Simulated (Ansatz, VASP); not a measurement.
# One calculation of Sb, two programs

INCAR

```
SYSTEM = Sb
  PREC = Accurate
  ENCUT = 520
  EDIFF = 1E-7
  ISMEAR = -1
  SIGMA = 0.1
  LREAL = .FALSE.
  LASPH = .TRUE.
  NELM = 60
  ALGO = Normal
  ISIF = 2
  LWAVE = .FALSE.
  LCHARG = .TRUE.
  GGA = RP
  LELF = .TRUE.
  LVHAR = .TRUE.
  NBANDS = 8
```

File KPOINTS:

```
Automatic mesh
0
G
  13 13 13
  0 0 0
```

File POSCAR:

```
Sb
1.0
   -1.9835192725      1.9835192725      1.9835192725
    1.9835192725     -1.9835192725      1.9835192725
    1.9835192725      1.9835192725     -1.9835192725
Sb
1
Direct
    0.0000000000      0.0000000000      0.0000000000
```

Input for Ansatz:

```yaml
crystal:
  lattice:
    - [-1.9835192725, 1.9835192725, 1.9835192725]
    - [1.9835192725, -1.9835192725, 1.9835192725]
    - [1.9835192725, 1.9835192725, -1.9835192725]
  atoms:
    - { symbol: Sb, position: [0.0, 0.0, 0.0] }
hamiltonian:
  xc: rpbe
  pseudopotentials:
    kind: paw
    azcp:
      Sb: "pseudopotentials/Sb.paw.azcp"
basis:
  ecutwfc: 420
  fft_grid_basis: typed
kpoints:
  mp_grid: { grid: [13, 13, 13], shift: [0, 0, 0] }
magnetization:
  spin_polarized: false
scf:
  occupations: { method: fermi_dirac, width: 0.1 }
  lower_state_search: "off"
output:
  stress: true
```

Alike in both runs: task single point; functional RPBE; k mesh 13 × 13 × 13; occupations fermi-dirac, width 0.1 eV; no spin polarisation.

|  | VASP | Ansatz |
| --- | --- | --- |
| version | VASP 6.6.1 | Ansatz 0.2.0 |
| potentials or method | VASP PAW PBE potentials, release 64 (Sb), cutoff 520 eV | plane waves (420 eV) with PAW, scalar-relativistic |
| valence electrons in the cell | 5 | 15 |

VASP gave:

```
pressure (GPa) : -4.9
```

Which values does Ansatz return?

Pressure (GPa): -4.8.

VASP's potentials were made for PBE, not for RPBE. VASP's potentials hold 5 valence electrons a cell and Ansatz's 15, so a difference there can come from the potentials and not from the codes.

Neither program's run includes spin-orbit coupling.
